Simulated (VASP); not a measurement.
A run of VASP 6.6.1 is set up as follows.

The input INCAR:

```
SYSTEM = Ag
PREC = Accurate
ENCUT = 520
EDIFF = 1E-7
ISMEAR = 0
SIGMA = 0.15
LREAL = .FALSE.
LASPH = .TRUE.
NELM = 80
ALGO = Fast
ISIF = 2
LWAVE = .FALSE.
LCHARG = .FALSE.
GGA = PS
NBANDS = 18
```

Contents of KPOINTS:

```
Automatic mesh
0
G
  18 18 10
  0 0 0
```

Contents of POSCAR:

```
Ag
1.0
   -1.6556540000      1.6556540000      1.6556540000
    1.6556540000     -1.6556540000      1.6556540000
    3.3113080000      3.3113080000      0.0000000000
Ag
2
Direct
   -0.0320314562      0.0320314562      0.0000000000
    0.5320314562      0.4679685438      0.5000000000
```

Potentials or basis: VASP PAW PBE potentials, release 64 (Ag).

Launch:

```console
$ cat potpaw_PBE.64/Ag/POTCAR > POTCAR
$ mpirun -np 1 vasp_std > vasp.out
```

Task: Predict the band gap on the k mesh.

Result: Zero (bands 11 and 12 overlap by 7.28 eV).

Task: What does it give for the largest force?

Result: 0.023 eV/Å.

Stress tensor (GPa, compression positive):
```
-7.16 -0.46  0.00
-0.46 -7.16  0.00
 0.00  0.00 -7.67
```

Caveat: the cell stands under tension; the PAW data sets were made with another functional, which shifts forces and pressure a little.
